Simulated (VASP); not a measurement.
Ir: single point with r2SCAN

Ir:

```xyz
1
Lattice="0.0000 1.9581 1.9197 1.9197 0.0000 1.9197 1.9197 1.9581 0.0000" Properties=species:S:1:pos:R:3 pbc="T T T"
Ir    0.0000    0.0000    0.0000
```

This cell differs from its parent crystal: strain +0.0200 x Voigt [0, 1, 0, 0, 0, 0].

```json
{"Program": "VASP 6.6.1", "Task": "single point", "Functional": "r2SCAN", "Potentials or basis": "VASP PAW PBE potentials, release 64 (Ir_sv_GW)", "Cutoff": "620 eV", "k mesh": "22 × 22 × 22", "Occupations": "gaussian, width 0.15 eV", "Spin": "no spin polarisation"}
```

| Property | Result |
| --- | --- |
| Pressure | -6.5 GPa |
| Band gap on the k mesh | zero (an odd number of electrons rules out a gap without spin polarisation) |

Stress tensor (GPa, compression positive):
```
 -4.10   0.00   0.00
  0.00 -11.27   0.00
  0.00   0.00  -4.10
```

Levels at points of the mesh, in eV from the Fermi level:
| k point | band 5 | band 6 | band 7 | band 8 | band 9 | band 10 | band 11 | band 12 |
| --- | --- | --- | --- | --- | --- | --- | --- | --- |
| (0.00, 0.00, 0.00) | -11.25 | -4.02 | -3.75 | -3.75 | -1.40 | -1.05 | 14.36 | 19.63 |
| (0.50, 0.00, 0.00) | -8.15 | -4.13 | -3.86 | -0.61 | 0.86 | 1.01 | 7.53 | 14.10 |
| (0.50, 0.50, 0.00) | -7.92 | -7.36 | 0.82 | 1.43 | 1.69 | 1.93 | 11.06 | 11.77 |
| (0.50, 0.00, 0.50) | -7.95 | -7.35 | 0.86 | 1.50 | 1.54 | 1.54 | 10.51 | 12.24 |

It took 3.7 min on 1 thread of Intel(R) Xeon(R) 6975P-C (Granite Rapids), with other jobs on the host, peak memory 0.35 GiB.

Caveat: the cell differs from its parent crystal (strain +0.0200 x Voigt [0, 1, 0, 0, 0, 0]); the stress differs along the axes, from -11 to -4 GPa; the PAW data sets were made with another functional, which shifts forces and pressure a little; spin-orbit coupling is left out, which moves the levels of the heavy elements.
